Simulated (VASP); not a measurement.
Write the native input for VASP 6.6.1 that does the following.

| Quantity | Value |
| --- | --- |
| Task | electric field gradients |
| Functional | PBE |
| Potentials or basis | VASP PAW PBE potentials, release 64 (Pb_d, S) |
| Cutoff | 520 eV |
| k mesh | 11 × 11 × 11 |
| Occupations | fermi-dirac, width 0.03 eV |
| Spin | no spin polarisation |
| Dipole correction | no |
| Further INCAR settings | ALGO = Normal; EDIFF = 1e-08; NBANDS = 17 |

The structure of PbS (zincblende type) lies in POSCAR:

```
PbS
1.0
    0.0000000000      3.2659215413      3.2659215413
    3.2659215413      0.0000000000      3.2659215413
    3.2659215413      3.2659215413      0.0000000000
Pb S
1 1
Direct
    0.0000000000      0.0000000000      0.0000000000
    0.2500000000      0.2500000000      0.2500000000
```

This cell differs from its parent crystal: volume scaled by 0.95.

These files were run (other wordings do the same):

INCAR

```
ALGO = Normal
EDIFF = 1E-8
ENCUT = 520
GGA = PE
ISIF = 2
ISMEAR = -1
LASPH = T
LCHARG = F
LEFG = T
LREAL = F
LWAVE = F
NBANDS = 17
NELM = 60
PREC = Accurate
SIGMA = 0.03
```

KPOINTS

```
k-points
0
Gamma
  11 11 11
```

Potentials or basis: VASP PAW PBE potentials, release 64 (Pb_d, S).

The run is started by

```sh
$ cat potpaw_PBE.64/Pb_d/POTCAR potpaw_PBE.64/S/POTCAR > POTCAR
$ mpirun -np 1 vasp_std > vasp.out
```

It gave:

| Property | Result |
| --- | --- |
| Pressure | 2.0 GPa |
| Band gap on the k mesh | 0.79 eV, indirect (least direct gap 1.24 eV) |

Caveat: without QUAD_EFG the Cq values of the log hold for a quadrupole moment of 1 mb, not for the nuclei; spin-orbit coupling is left out, which moves the levels of the heavy elements.

It took 3.3 min on 1 thread of AMD EPYC 7R13 (shared host), peak memory 0.21 GiB.
